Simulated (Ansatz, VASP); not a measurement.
Two plane-wave programs on NaI

The input INCAR:

```
PREC = Accurate
ENCUT = 520
EDIFF = 1E-6
ISMEAR = 0
SIGMA = 0.05
LREAL = False
LASPH = True
NELM = 100
ALGO = Normal
ISIF = 2
LWAVE = False
LCHARG = False
GGA = PE
NBANDS = 14
```

KPOINTS

```
Automatic mesh
0
Gamma
  6 6 6
```

File POSCAR:

```
NaI
1.0
    0.0000000000      3.2849460000      3.1393080000
    3.2849460000      0.0000000000      3.1393080000
    3.2849460000      3.2849460000      0.0000000000
Na I
1 1
Direct
    0.0000000000      0.0000000000      0.0000000000
    0.5000000000      0.5000000000      0.5000000000
```

Input for Ansatz:

```yaml
crystal:
  lattice:
    - [0.0, 3.284946, 3.139308]
    - [3.284946, 0.0, 3.139308]
    - [3.284946, 3.284946, 0.0]
  atoms:
    - { symbol: Na, position: [0.0, 0.0, 0.0] }
    - { symbol: I, position: [0.5, 0.5, 0.5] }
basis:
  ecutwfc: 420
kpoints:
  mp_grid: { grid: [6, 6, 6] }
hamiltonian:
  xc: pbe
scf:
  occupations: { method: gaussian, width: 0.05 }
output:
  forces: true
  stress: true
  eigenvalues: true
```

Change from the starting cell: strain +0.015 along x and y, -0.030 along z, atoms carried along.

Alike in both runs: task single point; functional PBE; k mesh 6 × 6 × 6; occupations gaussian, width 0.05 eV; no spin polarisation.

|  | VASP | Ansatz |
| --- | --- | --- |
| version | VASP 6.6.1 | Ansatz 0.2.0 |
| potentials or method | VASP PAW PBE potentials, release 64 (Na_pv, I), cutoff 520 eV | scalar-relativistic, plane waves, PAW |
| valence electrons in the cell | 14 | 26 |

|  | VASP | Ansatz | Ansatz less VASP |
| --- | --- | --- | --- |
| gap on the k mesh at the Fermi level (eV) | 3.63 | 3.63 | +0.004 |
| least direct gap on the mesh (eV) | 3.63 | 3.63 | +0.004 |
| pressure (GPa) | 0.5 | 0.5 | -0.01 |
| traceless stress, the component that is largest in VASP (GPa) | 0.84 | 0.84 | -0.005 |

VASP's potentials hold 14 valence electrons a cell and Ansatz's 26, so a difference there can come from the potentials and not from the codes.

Neither program's run includes spin-orbit coupling.
